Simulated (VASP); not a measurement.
# Bi: single point with PBE

Crystal: Bi.

```
Bi
1.0
    -1.98143    1.98143    1.98143
     1.98143   -1.98143    1.98143
     1.98143    1.98143   -1.98143
Bi
1
Direct
  0.00000 0.00000 0.00000
```

* Program: VASP 6.6.1
* Task: single point
* Functional: PBE
* Potentials or basis: VASP PAW PBE potentials, release 64 (Bi_d)
* Cutoff: 520 eV
* k mesh: 9 × 9 × 9
* Occupations: gaussian, width 0.021 eV
* Spin: no spin polarisation

```yaml
Pressure: 0.8 GPa
```

Levels at points of the mesh, in eV from the Fermi level:
| k point | band 3 | band 4 | band 5 | band 6 | band 7 | band 8 | band 9 | band 10 | band 11 | band 12 |
| --- | --- | --- | --- | --- | --- | --- | --- | --- | --- | --- |
| (0.00, 0.00, 0.00) | -23.05 | -22.92 | -22.92 | -13.53 | 5.11 | 5.11 | 5.11 | 9.12 | 10.46 | 10.46 |

Run time: 14 s on 1 thread of AMD EPYC 7R43 64-Core Processor (Zen 3) (shared host), peak memory 0.12 GiB.

Caveat: spin-orbit coupling is left out, which moves the levels of the heavy elements.
